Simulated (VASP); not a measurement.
A run of VASP 6.6.1 is set up as follows.

The input INCAR:

```
SYSTEM = W
  PREC = Accurate
  ENCUT = 520
  EDIFF = 1E-6
  ISMEAR = 0
  SIGMA = 0.15
  LREAL = .False.
  LASPH = .True.
  NELM = 80
  ALGO = Fast
  ISIF = 2
  LWAVE = .False.
  LCHARG = .False.
  GGA = PE
  NBANDS = 21
```

The input KPOINTS:

```
Automatic mesh
0
Gamma
  22 22 14
  0 0 0
```

File POSCAR:

```
W
1.0
   -1.5917793224      1.5917793224      1.5917793224
    1.5917793224     -1.5917793224      1.5917793224
    3.1835586449      3.1835586449      0.0000000000
W
2
Direct
    0.0471170840      0.0471170840      0.0000000000
    0.4528829160      0.4528829160      0.5000000000
```

Potentials or basis: VASP PAW PBE potentials, release 64 (W_sv).

The run is started by

```bash
$ cat potpaw_PBE.64/W_sv/POTCAR > POTCAR
$ mpirun -np 1 vasp_std > vasp.out
```

(1) What does it give for the pressure?

(2) Estimate the largest force.

(3) What does it give for the band gap on the k mesh?

Answers

(1) 5.5 GPa.

(2) 2.079 eV/Å.

(3) zero (bands 14 and 15 overlap by 2.48 eV).

Caveat: the cell differs from its parent crystal (atoms displaced along a vibrational mode); the cell stands under pressure; spin-orbit coupling is left out, which moves the levels of the heavy elements; forces of over 1 eV/Å act on the atoms, so gaps and moduli don't describe the material at rest.
